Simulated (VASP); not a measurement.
# Pd (I4/mmm) in VASP: notebook

Pd is run at these levels: PBEsol; tasks: single point.

Everything below comes from runs of VASP 6.6.1. Logs are shortened: lines on timing, memory, paths and dates and some standing lists are left out, and cuts for length are marked.

### 1 The cell of the first run

The structure is tetragonal, space group I4/mmm (No. 139). Conventional cell: a = 2.640 Å, b = 2.640 Å, c = 4.201 Å, α = 90.00°, β = 90.00°, γ = 90.00°. Within 3.5 Å of Pd (site symmetry 4/mmm) lie 12 Pd at 2.64 to 2.81 Å.

### 2 Single point, PBEsol (strain -0.040 along x and y, +0.080 along z)

INCAR reads:

```
SYSTEM = Pd
PREC = Accurate
ENCUT = 520
EDIFF = 1E-7
ISMEAR = 0
SIGMA = 0.15
LREAL = .False.
LASPH = .True.
NELM = 60
ALGO = Normal
ISIF = 2
LWAVE = .False.
LCHARG = .False.
GGA = PS
NBANDS = 11
```

KPOINTS reads:

```
regular mesh
0
Gamma
  20 20 20
  0 0 0
```

POSCAR reads:

```
Pd
1.0
    0.0000000000      1.8671040000      2.1004920000
    1.8671040000      0.0000000000      2.1004920000
    1.8671040000      1.8671040000      0.0000000000
Pd
1
Direct
    0.0000000000      0.0000000000      0.0000000000
```

Potentials or basis: VASP PAW PBE potentials, release 64 (Pd).

Run with:

```
$ cat potpaw_PBE.64/Pd/POTCAR > POTCAR
$ mpirun -np 1 vasp_std > vasp.out
```

OUTCAR:

```text
SYSTEM = Pd
   PREC = Accurate
   ENCUT = 520
   EDIFF = 1E-7
   ISMEAR = 0
   LREAL = .False.
   LASPH = .True.
   NELM = 60
   ISIF = 2
   GGA = PS

 ion  position               nearest neighbor table
   1  0.000  0.000  0.000-

  LATTYP: Found a body centered tetragonal cell.
 ALAT       =     2.6404837992
 C/A-ratio  =     1.5909902577

  Lattice vectors:

 A1 = (  -1.8671040000,   0.0000000000,   2.1004920000)
 A2 = (   1.8671040000,   0.0000000000,   2.1004920000)
 A3 = (   0.0000000000,   1.8671040000,  -2.1004920000)

Analysis of symmetry for initial positions (statically):
=====================================================================
 Subroutine PRICEL returns:
 Original cell was already a primitive cell.

 Routine SETGRP: Setting up the symmetry group for a
 body centered tetragonal supercell.

 Subroutine GETGRP returns: Found 16 space group operations
 (whereof 16 operations were pure point group operations)
 out of a pool of 16 trial point group operations.

The static configuration has the point symmetry D_4h.

Analysis of symmetry for dynamics (positions and initial velocities):
=====================================================================
 Subroutine PRICEL returns:
 Original cell was already a primitive cell.

 Routine SETGRP: Setting up the symmetry group for a
 body centered tetragonal supercell.

 Subroutine GETGRP returns: Found 16 space group operations
 (whereof 16 operations were pure point group operations)
 out of a pool of 16 trial point group operations.

The dynamic configuration has the point symmetry D_4h.

 Subroutine INISYM returns: Found 16 space group operations
 (whereof 16 operations are pure point group operations),
 and found     1 'primitive' translations

----------------------------------------------------------------------------------------

                                     Primitive cell

  volume of cell :      14.6450

  direct lattice vectors                    reciprocal lattice vectors
     0.000000000  1.867104000  2.100492000    -0.267794402  0.267794402  0.238039469
     1.867104000  0.000000000  2.100492000     0.267794402 -0.267794402  0.238039469
     1.867104000  1.867104000  0.000000000     0.267794402  0.267794402 -0.238039469

  length of vectors
     2.810363676  2.810363676  2.640483799     0.447314736  0.447314736  0.447314736

  position of ions in fractional coordinates (direct lattice)
     0.000000000  0.000000000  0.000000000

  ion indices of the primitive-cell ions
   primitive index   ion index
                 1           1

----------------------------------------------------------------------------------------

 KPOINTS: regular mesh

Automatic generation of k-mesh.
 Grid dimensions read from file:
 generate k-points for:   20   20   20

 Generating k-lattice:

  Cartesian coordinates                     Fractional coordinates (reciprocal lattice)
    -0.013389720  0.013389720  0.011901973     0.050000000  0.000000000  0.000000000
     0.013389720 -0.013389720  0.011901973     0.000000000  0.050000000  0.000000000
     0.013389720  0.013389720 -0.011901973    -0.000000000 -0.000000000  0.050000000

  Length of vectors
     0.022365737  0.022365737  0.022365737

  Shift w.r.t. Gamma in fractional coordinates (k-lattice)
     0.000000000  0.000000000  0.000000000

 Subroutine IBZKPT returns following result:
 ===========================================

 Found    641 irreducible k-points:

 Following reciprocal coordinates:
            Coordinates               Weight
  0.000000  0.000000  0.000000      1.000000
  0.050000  0.000000  0.000000      8.000000
  0.100000  0.000000  0.000000      8.000000
  0.150000  0.000000  0.000000      8.000000
  0.200000  0.000000  0.000000      8.000000
  0.250000  0.000000  0.000000      8.000000
[... 16 lines left out ...]
 -0.400000  0.050000  0.000000      8.000000
 -0.350000  0.050000  0.000000      8.000000
 [... further k-points ...]
   k-points           NKPTS =    641   k-points in BZ     NKDIM =    641   number of bands    NBANDS=     11
   number of dos      NEDOS =    301   number of ions     NIONS =      1
   total plane-waves  NPLWV =  11520
   dimension x,y,z NGX =    24 NGY =   24 NGZ =   20
   dimension x,y,z NGXF=    48 NGYF=   48 NGZF=   40
   ions per type =               1
   NGX,Y,Z   is equivalent  to a cutoff of  14.20, 14.20, 12.59 a.u.
   NGXF,Y,Z  is equivalent  to a cutoff of  28.39, 28.39, 25.18 a.u.
 SYSTEM =  Pd
   PREC   = accura    normal or accurate (medium, high low for compatibility)
   ISTART =      0    job   : 0-new  1-cont  2-samecut
   ICHARG =      2    charge: 1-file 2-atom 10-const
   ISPIN  =      1    spin polarized calculation?
   LNONCOLLINEAR =      F non collinear calculations
   LSORBIT =      F    spin-orbit coupling
   LASPH  =      T    aspherical Exc in radial PAW
   ENCUT  =  520.0 eV  38.22 Ry    6.18 a.u.   5.23  5.23  4.91*2*pi/ulx,y,z
   NELM   =     60;   NELMIN=  2; NELMDL= -5     # of ELM steps
   EDIFF  = 0.1E-06   stopping-criterion for ELM
   LREAL  =      F    real-space projection
   EDIFFG = 0.1E-05   stopping-criterion for IOM
   NSW    =      0    number of steps for IOM
   IBRION =     -1    ionic relax: 0-MD 1-quasi-New 2-CG
   NFREE  =      0    steps in history (QN), initial steepest desc. (CG)
   ISIF   =      2    stress and relaxation
   ISYM   =      2    0-nonsym 1-usesym 2-fastsym
   POTIM  = 0.5000    time-step for ionic-motion
   TEBEG  =    0.0;   TEEND  =   0.0 temperature during run
   PSTRESS=    0.0 pullay stress
   NELECT =      10.0000    total number of electrons
   NUPDOWN=      -1.0000    fix difference up-down
   EMIN   =  10.00;   EMAX   =-10.00  energy-range for DOS
   EFERMI =   0.00;   METHOD = LEGACY
   ISMEAR =     0;   SIGMA  =   0.15  broadening in eV -4-tet -1-fermi 0-gaus
   EFERMI_NEDOS =   21; number of points for ismear=-14 and -15
   IALGO  =     38    algorithm
   IMIX   =      4    mixing-type and parameters
     AMIX     =   0.40;   BMIX     =  1.00
     AMIX_MAG =   1.60;   BMIX_MAG =  1.00
  volume/ion in A,a.u.               =      14.64        98.83
  Fermi-wavevector in a.u.,A,eV,Ry     =   1.441602  2.724233 28.275864  2.078217
  Thomas-Fermi vector in A             =   2.560216
   LORBIT       =      0    0 simple, 1 ext, 2 COOP (PROOUT), +10 PAW based schemes
   GGA     = PS    functional components
   LHFCALC =     F    Hartree Fock is set to
   AEXX    =    0.0000 exact exchange contribution
   IVDW    =     0    specifies the selected vdW correction
   LEPSILON=     F    determine dielectric tensor
   LRPA    =     F    only Hartree local field effects (RPA)
 non-spin polarized calculation
 Gauss-broadening in eV      SIGMA  =   0.15
  energy-cutoff  :      520.00
  volume of cell :       14.64
 maximum number of plane-waves:       403
 NGX is ok and might be reduce to    24
   NGX = 11   NGY = 11   NGZ =  9

 number of electron      10.0000000 magnetization

 Free energy of the ion-electron system (eV)
  ---------------------------------------------------
  ext. energy  EPLUGINS =         0.00000000
  ---------------------------------------------------
  free energy    TOTEN  =        -5.94024000 eV

  energy without entropy =       -5.91653678  energy(sigma->0) =       -5.92838839

 E-fermi :   9.7270     XC(G=0): -13.4207

 val. band max:        9.7246336386   @ k =   0.5000   0.2500   0.0000
 cond. band min:       9.7288240647   @ k =   0.4500   0.2500   0.0000
 fundamental gap:      0.0041904261
 Fermi energy:         9.7269930130

 k-point     1 :       0.0000    0.0000    0.0000
  band No.  band energies     occupation
      1       2.4522      2.00000
      2       6.1024      2.00000
      3       7.3150      2.00000
      4       7.3150      2.00000
      5       7.8206      2.00000
      6       9.0750      2.00000
      7      27.1029      0.00000
      8      29.9045      0.00000
      9      32.6211      0.00000
     10      32.6211      0.00000
     11      35.8547      0.00000

 k-point     2 :       0.0500    0.0000    0.0000
  band No.  band energies     occupation
      1       2.5447      2.00000
      2       6.1272      2.00000
      3       7.2852      2.00000
      4       7.3455      2.00000
      5       7.8210      2.00000
      6       9.0461      2.00000
      7      27.1975      0.00000
      8      29.8609      0.00000
      9      32.0931      0.00000
     10      32.7281      0.00000
     11      35.8948      0.00000

 k-point     3 :       0.1000    0.0000    0.0000
  band No.  band energies     occupation
      1       2.8139      2.00000
      2       6.1924      2.00000
      3       7.1969      2.00000
      4       7.4311      2.00000
      5       7.8453      2.00000
      6       8.9682      2.00000
      7      27.4198      0.00000
      8      29.3931      0.00000
      9      31.4814      0.00000
     10      33.0308      0.00000
     11      35.9188      0.00000

 k-point     4 :       0.1500    0.0000    0.0000
  band No.  band energies     occupation
      1       3.2305      2.00000
      2       6.2814      2.00000
      3       7.0627      2.00000
      4       7.5499      2.00000
      5       7.9432      2.00000
      6       8.8695      2.00000
      7      27.3881      0.00000
      8      28.4112      0.00000
      9      31.6205      0.00000
     10      33.4686      0.00000
     11      35.4787      0.00000

 k-point     5 :       0.2000    0.0000    0.0000
  band No.  band energies     occupation
      1       3.7259      2.00000
      2       6.4076      2.00000
      3       6.9168      2.00000
      4       7.6571      2.00000
      5       8.1514      2.00000
      6       8.8016      2.00000
      7      26.1170      0.00000
      8      28.1209      0.00000
      9      32.1234      0.00000
     10      33.9125      0.00000
     11      34.6178      0.00000
[... 211 lines left out ...]
 k-point    21 :       0.5000    0.0500    0.0000
  band No.  band energies     occupation
      1       4.4158      2.00000
      2       6.2783      2.00000
      3       7.3865      2.00000
      4       9.3941      1.99830
      5       9.5363      1.92783
      6      11.1653      0.00000
      7      17.2505      0.00000
      8      25.6136      0.00000
      9      30.1011      0.00000
     10      31.9705      0.00000
     11      35.6575      0.00000

 k-point    22 :      -0.4500    0.0500    0.0000
  band No.  band energies     occupation
      1       4.4224      2.00000
      2       6.3004      2.00000
      3       7.3771      2.00000
      4       9.3448      1.99969
      5       9.4723      1.98368
      6      11.1984      0.00000
      7      17.3277      0.00000
      8      25.6047      0.00000
      9      30.0079      0.00000
     10      32.2833      0.00000
     11      35.6182      0.00000

 k-point    23 :      -0.4000    0.0500    0.0000
  band No.  band energies     occupation
      1       4.4647      2.00000
      2       6.3548      2.00000
      3       7.4169      2.00000
      4       8.9676      2.00000
      5       9.3219      1.99987
      6      10.6554      0.00000
      7      18.3836      0.00000
      8      25.8186      0.00000
      9      30.2581      0.00000
     10      32.8703      0.00000
     11      35.3959      0.00000

 k-point    24 :      -0.3500    0.0500    0.0000
  band No.  band energies     occupation
      1       4.5200      2.00000
      2       6.4323      2.00000
      3       7.4998      2.00000
      4       8.2957      2.00000
      5       9.1094      2.00000
      6       9.9968      0.01098
      7      19.9606      0.00000
      8      26.2282      0.00000
      9      30.7914      0.00000
     10      33.6999      0.00000
     11      34.9763      0.00000

 [... further k-points ...]

------------------------ aborting loop because EDIFF is reached ----------------------------------------

  FORCE on cell =-STRESS in cart. coord.  units (eV):
  Direction    XX          YY          ZZ          XY          YZ          ZX
  --------------------------------------------------------------------------------------
  -------------------------------------------------------------------------------------
  Total        0.2685848      0.2685848     -0.6496960      0.0000000      0.0000000     -0.0000000
  in kB       29.3835261     29.3835261    -71.0775990      0.0000000      0.0000000     -0.0000000
  external PRESSURE =      -4.1035156 kB  Pullay stress =       0.0000000 kB

 VOLUME and BASIS-vectors are now :
 -----------------------------------------------------------------------------
  energy-cutoff  :      520.00
  volume of cell :       14.64
      direct lattice vectors                 reciprocal lattice vectors
     0.000000000  1.867104000  2.100492000    -0.267794402  0.267794402  0.238039469
     1.867104000  0.000000000  2.100492000     0.267794402 -0.267794402  0.238039469
     1.867104000  1.867104000  0.000000000     0.267794402  0.267794402 -0.238039469

 POSITION                                       TOTAL-FORCE (eV/Angst)
 -----------------------------------------------------------------------------------
      0.00000      0.00000      0.00000        -0.000000      0.000000      0.000000
 -----------------------------------------------------------------------------------
    total drift:                               -0.000000     -0.000000      0.000000

  FREE ENERGIE OF THE ION-ELECTRON SYSTEM (eV)
  ---------------------------------------------------
  free  energy   TOTEN  =        -5.9402400008 eV

  energy  without entropy=       -5.9165367822  energy(sigma->0) =       -5.92838839
```

Wall time 2.7 min (1 thread of AMD EPYC 7R13, shared host); peak memory 0.19 GiB.

What came out:

```yaml
Free_energy: -5.9402 eV
Pressure: -0.4 GPa
Band_gap_on_the_k_mesh: zero (bands 5 and 6 overlap by 1.99 eV)
```

Stress tensor (GPa, compression positive):
```
 2.94  0.00  0.00
 0.00  2.94  0.00
 0.00  0.00 -7.11
```

Levels at points of the mesh, in eV from the Fermi level:
| k point | band 3 | band 4 | band 5 | band 6 | band 7 | band 8 |
| --- | --- | --- | --- | --- | --- | --- |
| (0.00, 0.00, 0.00) | -2.41 | -2.41 | -1.91 | -0.65 | 17.38 | 20.18 |
| (0.50, 0.00, 0.00) | -2.39 | -0.20 | 0.20 | 0.96 | 7.43 | 15.98 |
| (0.50, 0.50, 0.00) | 0.06 | 0.27 | 0.27 | 1.86 | 8.78 | 14.70 |
| (0.50, 0.00, 0.50) | -0.15 | -0.13 | 0.77 | 4.09 | 11.89 | 12.26 |

Caveat: the cell differs from its parent crystal (strain -0.040 along x and y, +0.080 along z); the stress differs along the axes, from -7 to 3 GPa; the PAW data sets were made with another functional, which shifts forces and pressure a little.

### 3 Single point, PBEsol (strain +0.040 along x and y, -0.080 along z)

INCAR: that of step 2 with these lines changed.

```diff
@@ -3,3 +3,3 @@
 ENCUT = 520
-EDIFF = 1E-7
+EDIFF = 1E-6
 ISMEAR = 0
@@ -8,3 +8,3 @@
 LASPH = .True.
-NELM = 60
+NELM = 100
 ALGO = Normal
```

KPOINTS is that of step 2.

POSCAR reads:

```
Pd
1.0
    0.0000000000      2.0226960000      1.7893080000
    2.0226960000      0.0000000000      1.7893080000
    2.0226960000      2.0226960000      0.0000000000
Pd
1
Direct
    0.0000000000      0.0000000000      0.0000000000
```

Potentials or basis: VASP PAW PBE potentials, release 64 (Pd).

Run with:

```
$ cat potpaw_PBE.64/Pd/POTCAR > POTCAR
$ mpirun -np 1 vasp_std > vasp.out
```

OUTCAR:

```text
SYSTEM = Pd
   PREC = Accurate
   ENCUT = 520
   EDIFF = 1E-6
   ISMEAR = 0
   LREAL = .False.
   LASPH = .True.
   NELM = 100
   ISIF = 2
   GGA = PS

 ion  position               nearest neighbor table
   1  0.000  0.000  0.000-

  LATTYP: Found a body centered tetragonal cell.
 ALAT       =     2.8605241158
 C/A-ratio  =     1.2510350744

  Lattice vectors:

 A1 = (   0.0000000000,  -2.0226960000,  -1.7893080000)
 A2 = (   0.0000000000,   2.0226960000,  -1.7893080000)
[... 516 lines left out ...]

 [... further k-points ...]

------------------------ aborting loop because EDIFF is reached ----------------------------------------

  FORCE on cell =-STRESS in cart. coord.  units (eV):
  Direction    XX          YY          ZZ          XY          YZ          ZX
  --------------------------------------------------------------------------------------
  -------------------------------------------------------------------------------------
  Total       -0.2040012     -0.2040012      0.1417336      0.0000000     -0.0000000      0.0000000
  in kB      -22.3237439    -22.3237439     15.5098314      0.0000000     -0.0000000      0.0000000
  external PRESSURE =      -9.7125521 kB  Pullay stress =       0.0000000 kB

 VOLUME and BASIS-vectors are now :
 -----------------------------------------------------------------------------
  energy-cutoff  :      520.00
  volume of cell :       14.64
      direct lattice vectors                 reciprocal lattice vectors
     0.000000000  2.022696000  1.789308000    -0.247194833  0.247194833  0.279437637
     2.022696000  0.000000000  1.789308000     0.247194833 -0.247194833  0.279437637
     2.022696000  2.022696000  0.000000000     0.247194833  0.247194833 -0.279437637

 POSITION                                       TOTAL-FORCE (eV/Angst)
 -----------------------------------------------------------------------------------
      0.00000      0.00000      0.00000         0.000000      0.000000      0.000000
 -----------------------------------------------------------------------------------
    total drift:                               -0.000000     -0.000000     -0.000000

  FREE ENERGIE OF THE ION-ELECTRON SYSTEM (eV)
  ---------------------------------------------------
  free  energy   TOTEN  =        -5.9546941424 eV

  energy  without entropy=       -5.9332809333  energy(sigma->0) =       -5.94398754
```

OSZICAR:

```text
N       E                     dE             d eps       ncg     rms          rms(c)
DAV:   1     0.413074454447E+02    0.41307E+02   -0.51798E+03 14230   0.856E+02
DAV:   2    -0.577285241634E+01   -0.47080E+02   -0.45574E+02 15816   0.182E+02
DAV:   3    -0.633626046015E+01   -0.56341E+00   -0.56108E+00 17047   0.212E+01
DAV:   4    -0.633867163404E+01   -0.24112E-02   -0.24109E-02 16896   0.146E+00
DAV:   5    -0.633869690019E+01   -0.25266E-04   -0.25265E-04 18402   0.134E-01    0.849E+00
DAV:   6    -0.597168609132E+01    0.36701E+00   -0.15123E+00 17300   0.100E+01    0.379E+00
DAV:   7    -0.595944344070E+01    0.12243E-01   -0.24835E-02 18286   0.108E+00    0.199E+00
DAV:   8    -0.595471168933E+01    0.47318E-02   -0.15581E-03 17564   0.356E-01    0.956E-02
DAV:   9    -0.595469306092E+01    0.18628E-04   -0.12410E-04 18448   0.973E-02    0.367E-02
DAV:  10    -0.595469455790E+01   -0.14970E-05   -0.97913E-06 17548   0.301E-02    0.729E-03
DAV:  11    -0.595469414238E+01    0.41552E-06   -0.83828E-08 11827   0.335E-03
   1 F= -.59546941E+01 E0= -.59439875E+01  d E =-.214132E-01
```

It took 2 min on 1 thread of AMD EPYC 7R13, shared host; peak memory 0.19 GiB.

What came out:

```
Free energy            : -5.9547 eV
Pressure               : -1.0 GPa
Band gap on the k mesh : zero (bands 5 and 6 overlap by 1.87 eV)
```

Stress tensor (GPa, compression positive):
```
-2.23  0.00  0.00
 0.00 -2.23  0.00
 0.00  0.00  1.55
```

Caveat: the cell differs from its parent crystal (strain +0.040 along x and y, -0.080 along z); the PAW data sets were made with another functional, which shifts forces and pressure a little.

(Part 1 of 2 ends here.)
